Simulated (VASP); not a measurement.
# W (Cmcm) in VASP: single point with PBE

Aim: the single point of W with PBE.

Everything below comes from runs of VASP 6.6.1. Logs are shortened: lines on timing, memory, paths and dates and some standing lists are left out, and cuts for length are marked.

### Step 1. The cell of the first run

It takes space group Cmcm (No. 63, orthorhombic). The conventional cell has a = 4.502 Å, b = 3.184 Å, c = 4.502 Å, α = 90.00°, β = 90.00°, γ = 90.00°. W (site symmetry m2m) has 14 W at 2.63 to 3.19 Å within 3.5 Å.

### Step 2. Single point, PBE (atoms displaced along a vibrational mode)

Input file INCAR:

```
SYSTEM = W
  ALGO = Fast
  EDIFF = 1E-6
  ENCUT = 520
  GGA = PE
  ISIF = 2
  ISMEAR = 0
  LASPH = .True.
  LCHARG = .False.
  LREAL = .False.
  LWAVE = .False.
  NBANDS = 21
  NELM = 80
  PREC = Accurate
  SIGMA = 0.15
```

Input file KPOINTS:

```
k-points
0
Gamma
  22 22 14
  0 0 0
```

Input file POSCAR:

```
W
1.0
   -1.5917793224      1.5917793224      1.5917793224
    1.5917793224     -1.5917793224      1.5917793224
    3.1835586449      3.1835586449      0.0000000000
W
2
Direct
   -0.0353378130     -0.0353378130      0.0000000000
    0.5353378130      0.5353378130      0.5000000000
```

Potentials or basis: VASP PAW PBE potentials, release 64 (W_sv).

Launch:

```sh
> cat potpaw_PBE.64/W_sv/POTCAR > POTCAR
> mpirun -np 1 vasp_std > vasp.out
```

OUTCAR:

```text
SYSTEM = W
   EDIFF = 1E-6
   ENCUT = 520
   GGA = PE
   ISIF = 2
   ISMEAR = 0
   LASPH = .True.
   LREAL = .False.
   NELM = 80
   PREC = Accurate

 ion  position               nearest neighbor table
   1  0.965  0.965  0.000-   2 2.63   2 2.63   2 2.89   2 2.89   2 3.19   2 3.19   2 3.19   2 3.19

   2  0.535  0.535  0.500-   1 2.63   1 2.63   1 2.89   1 2.89   1 3.19   1 3.19   1 3.19   1 3.19

  LATTYP: Found a base centered orthorhombic cell.
 ALAT       =     3.1835586448
 B/A-ratio  =     1.4142135624
 C/A-ratio  =     1.4142135624

  Lattice vectors:

 A1 = (  -1.5917793224,   1.5917793224,   1.5917793224)
 A2 = (   1.5917793224,  -1.5917793224,   1.5917793224)
 A3 = (   3.1835586449,   3.1835586449,   0.0000000000)

Analysis of symmetry for initial positions (statically):
=====================================================================
 Subroutine PRICEL returns:
 Original cell was already a primitive cell.

 Routine SETGRP: Setting up the symmetry group for a
 base centered orthorhombic supercell.

 Subroutine GETGRP returns: Found  8 space group operations
 (whereof  4 operations were pure point group operations)
 out of a pool of  8 trial point group operations.

The static configuration has the point symmetry C_2v.
 The point group associated with its full space group is D_2h.

Analysis of symmetry for dynamics (positions and initial velocities):
=====================================================================
 Subroutine PRICEL returns:
 Original cell was already a primitive cell.

 Routine SETGRP: Setting up the symmetry group for a
 base centered orthorhombic supercell.

 Subroutine GETGRP returns: Found  8 space group operations
 (whereof  4 operations were pure point group operations)
 out of a pool of  8 trial point group operations.

The dynamic configuration has the point symmetry C_2v.
 The point group associated with its full space group is D_2h.

 Subroutine INISYM returns: Found  8 space group operations
 (whereof  4 operations are pure point group operations),
 and found     1 'primitive' translations

----------------------------------------------------------------------------------------

                                     Primitive cell

  volume of cell :      32.2655

  direct lattice vectors                    reciprocal lattice vectors
    -1.591779322  1.591779322  1.591779322    -0.157056947  0.157056947  0.314113893
     1.591779322 -1.591779322  1.591779322     0.157056947 -0.157056947  0.314113893
     3.183558645  3.183558645  0.000000000     0.157056947  0.157056947  0.000000000

  length of vectors
     2.757042661  2.757042661  4.502231812     0.384709380  0.384709380  0.222112064

  position of ions in fractional coordinates (direct lattice)
     0.964662187  0.964662187  0.000000000
     0.535337813  0.535337813  0.500000000

  ion indices of the primitive-cell ions
   primitive index   ion index
                 1           1
                 2           2

----------------------------------------------------------------------------------------

 KPOINTS: k-points

Automatic generation of k-mesh.
 Grid dimensions read from file:
 generate k-points for:   22   22   14

 Generating k-lattice:

  Cartesian coordinates                     Fractional coordinates (reciprocal lattice)
    -0.007138952  0.007138952  0.014277904     0.045454545  0.000000000  0.000000000
     0.007138952 -0.007138952  0.014277904     0.000000000  0.045454545  0.000000000
     0.011218353  0.011218353  0.000000000     0.000000000  0.000000000  0.071428571

  Length of vectors
     0.017486790  0.017486790  0.015865147

  Shift w.r.t. Gamma in fractional coordinates (k-lattice)
     0.000000000  0.000000000  0.000000000

 Subroutine IBZKPT returns following result:
 ===========================================

 Found   1064 irreducible k-points:

 Following reciprocal coordinates:
            Coordinates               Weight
  0.000000  0.000000  0.000000      1.000000
  0.045455  0.000000  0.000000      4.000000
  0.090909  0.000000  0.000000      4.000000
  0.136364  0.000000  0.000000      4.000000
  0.181818  0.000000  0.000000      4.000000
  0.227273  0.000000  0.000000      4.000000
[... 16 lines left out ...]
  0.500000  0.045455  0.000000      4.000000
 -0.454545  0.045455  0.000000      4.000000
 [... further k-points ...]
   k-points           NKPTS =   1064   k-points in BZ     NKDIM =   1064   number of bands    NBANDS=     21
   number of dos      NEDOS =    301   number of ions     NIONS =      2
   total plane-waves  NPLWV =  20736
   dimension x,y,z NGX =    24 NGY =   24 NGZ =   36
   dimension x,y,z NGXF=    48 NGYF=   48 NGZF=   72
   ions per type =               2
   NGX,Y,Z   is equivalent  to a cutoff of  14.47, 14.47, 13.29 a.u.
   NGXF,Y,Z  is equivalent  to a cutoff of  28.94, 28.94, 26.59 a.u.
 SYSTEM =  W
   PREC   = accura    normal or accurate (medium, high low for compatibility)
   ISTART =      0    job   : 0-new  1-cont  2-samecut
   ICHARG =      2    charge: 1-file 2-atom 10-const
   ISPIN  =      1    spin polarized calculation?
   LNONCOLLINEAR =      F non collinear calculations
   LSORBIT =      F    spin-orbit coupling
   LASPH  =      T    aspherical Exc in radial PAW
   ENCUT  =  520.0 eV  38.22 Ry    6.18 a.u.   5.13  5.13  8.37*2*pi/ulx,y,z
   NELM   =     80;   NELMIN=  2; NELMDL= -5     # of ELM steps
   EDIFF  = 0.1E-05   stopping-criterion for ELM
   LREAL  =      F    real-space projection
   EDIFFG = 0.1E-04   stopping-criterion for IOM
   NSW    =      0    number of steps for IOM
   IBRION =     -1    ionic relax: 0-MD 1-quasi-New 2-CG
   NFREE  =      0    steps in history (QN), initial steepest desc. (CG)
   ISIF   =      2    stress and relaxation
   ISYM   =      2    0-nonsym 1-usesym 2-fastsym
   POTIM  = 0.5000    time-step for ionic-motion
   TEBEG  =    0.0;   TEEND  =   0.0 temperature during run
   PSTRESS=    0.0 pullay stress
   NELECT =      28.0000    total number of electrons
   NUPDOWN=      -1.0000    fix difference up-down
   EMIN   =  10.00;   EMAX   =-10.00  energy-range for DOS
   EFERMI =   0.00;   METHOD = LEGACY
   ISMEAR =     0;   SIGMA  =   0.15  broadening in eV -4-tet -1-fermi 0-gaus
   EFERMI_NEDOS =   21; number of points for ismear=-14 and -15
   IALGO  =     68    algorithm
   IMIX   =      4    mixing-type and parameters
     AMIX     =   0.40;   BMIX     =  1.00
     AMIX_MAG =   1.60;   BMIX_MAG =  1.00
  volume/ion in A,a.u.               =      16.13       108.87
  Fermi-wavevector in a.u.,A,eV,Ry     =   1.561522  2.950848 33.175760  2.438350
  Thomas-Fermi vector in A             =   2.664575
   LORBIT       =      0    0 simple, 1 ext, 2 COOP (PROOUT), +10 PAW based schemes
   GGA     = PE    functional components
   LHFCALC =     F    Hartree Fock is set to
   AEXX    =    0.0000 exact exchange contribution
   IVDW    =     0    specifies the selected vdW correction
   LEPSILON=     F    determine dielectric tensor
   LRPA    =     F    only Hartree local field effects (RPA)
 non-spin polarized calculation
 RMM-DIIS sequential band-by-band and
 Gauss-broadening in eV      SIGMA  =   0.15
  energy-cutoff  :      520.00
  volume of cell :       32.27
 maximum number of plane-waves:       902
 NGX is ok and might be reduce to    24
   NGX = 11   NGY = 11   NGZ = 17

 number of electron      28.0000001 magnetization

 Free energy of the ion-electron system (eV)
  ---------------------------------------------------
  ext. energy  EPLUGINS =         0.00000000
  ---------------------------------------------------
  free energy    TOTEN  =       -25.75784577 eV

  energy without entropy =      -25.74667091  energy(sigma->0) =      -25.75225834

 E-fermi :  11.1128     XC(G=0): -13.5300

 val. band max:       11.1119367614   @ k =  -0.3182   0.2727   0.1429
 cond. band min:      11.1174462714   @ k =  -0.4091   0.2273   0.2857
 fundamental gap:      0.0055095100
 Fermi energy:        11.1128228721

 k-point     1 :       0.0000    0.0000    0.0000
  band No.  band energies     occupation
      1     -62.9889      2.00000
      2     -62.8494      2.00000
      3     -27.8396      2.00000
      4     -26.9696      2.00000
      5     -26.5991      2.00000
      6     -26.5936      2.00000
[... 13 lines left out ...]
     20      16.7095      0.00000
     21      22.7863      0.00000

 k-point     2 :       0.0455    0.0000    0.0000
  band No.  band energies     occupation
      1     -62.9871      2.00000
      2     -62.8487      2.00000
      3     -27.8323      2.00000
      4     -26.9768      2.00000
      5     -26.6186      2.00000
      6     -26.5984      2.00000
[... 13 lines left out ...]
     20      16.8338      0.00000
     21      22.0287      0.00000

 k-point     3 :       0.0909    0.0000    0.0000
  band No.  band energies     occupation
      1     -62.9818      2.00000
      2     -62.8466      2.00000
      3     -27.8108      2.00000
      4     -27.0002      2.00000
      5     -26.6784      2.00000
      6     -26.6211      2.00000
[... 13 lines left out ...]
     20      17.2223      0.00000
     21      21.7031      0.00000
[... 457 lines left out ...]
 k-point    23 :       0.5000    0.0455    0.0000
  band No.  band energies     occupation
      1     -62.8894      2.00000
      2     -62.8225      2.00000
      3     -27.5996      2.00000
      4     -27.5664      2.00000
      5     -27.3680      2.00000
      6     -26.7896      2.00000
[... 13 lines left out ...]
     20      18.1501      0.00000
     21      21.1994      0.00000

 k-point    24 :      -0.4545    0.0455    0.0000
  band No.  band energies     occupation
      1     -62.8937      2.00000
      2     -62.8215      2.00000
      3     -27.5865      2.00000
      4     -27.5394      2.00000
      5     -27.3983      2.00000
      6     -26.7633      2.00000
[... 13 lines left out ...]
     20      19.3790      0.00000
     21      20.6735      0.00000

 [... further k-points ...]

------------------------ aborting loop because EDIFF is reached ----------------------------------------

  FORCE on cell =-STRESS in cart. coord.  units (eV):
  Direction    XX          YY          ZZ          XY          YZ          ZX
  --------------------------------------------------------------------------------------
  -------------------------------------------------------------------------------------
  Total        0.6593923      0.6593923      0.7443091      0.5431130      0.0000000      0.0000000
  in kB       32.7428061     32.7428061     36.9594356     26.9688348      0.0000000      0.0000000
  external PRESSURE =      34.1483493 kB  Pullay stress =       0.0000000 kB

 VOLUME and BASIS-vectors are now :
 -----------------------------------------------------------------------------
  energy-cutoff  :      520.00
  volume of cell :       32.27
      direct lattice vectors                 reciprocal lattice vectors
    -1.591779322  1.591779322  1.591779322    -0.157056947  0.157056947  0.314113893
     1.591779322 -1.591779322  1.591779322     0.157056947 -0.157056947  0.314113893
     3.183558645  3.183558645  0.000000000     0.157056947  0.157056947  0.000000000

 POSITION                                       TOTAL-FORCE (eV/Angst)
 -----------------------------------------------------------------------------------
      0.00000      0.00000      3.07106         0.000000      0.000000      1.472153
      1.59178      1.59178      1.70428        -0.000000     -0.000000     -1.472153
 -----------------------------------------------------------------------------------
    total drift:                               -0.000000      0.000000     -0.000000

  FREE ENERGIE OF THE ION-ELECTRON SYSTEM (eV)
  ---------------------------------------------------
  free  energy   TOTEN  =       -25.7578457741 eV

  energy  without entropy=      -25.7466709144  energy(sigma->0) =      -25.75225834
```

Run time: 4 min. Hardware: 1 thread of Intel Xeon 6975P-C (Granite Rapids), shared host; peak memory 0.62 GiB.

What came out:

```
Free energy            : -25.7578 eV
Pressure               : 3.4 GPa
Largest force          : 1.472 eV/Å
Band gap on the k mesh : zero (bands 14 and 15 overlap by 2.87 eV)
```

Forces in eV/Å, atoms in the order of the input:
```
W    0.000  0.000  1.472
W    0.000  0.000 -1.472
```

Stress tensor (GPa, compression positive):
```
3.27 2.70 0.00
2.70 3.27 0.00
0.00 0.00 3.70
```

Caveat: the cell differs from its parent crystal (atoms displaced along a vibrational mode); the cell stands under pressure; spin-orbit coupling is left out, which moves the levels of the heavy elements; forces of over 1 eV/Å act on the atoms, so gaps and moduli don't describe the material at rest.
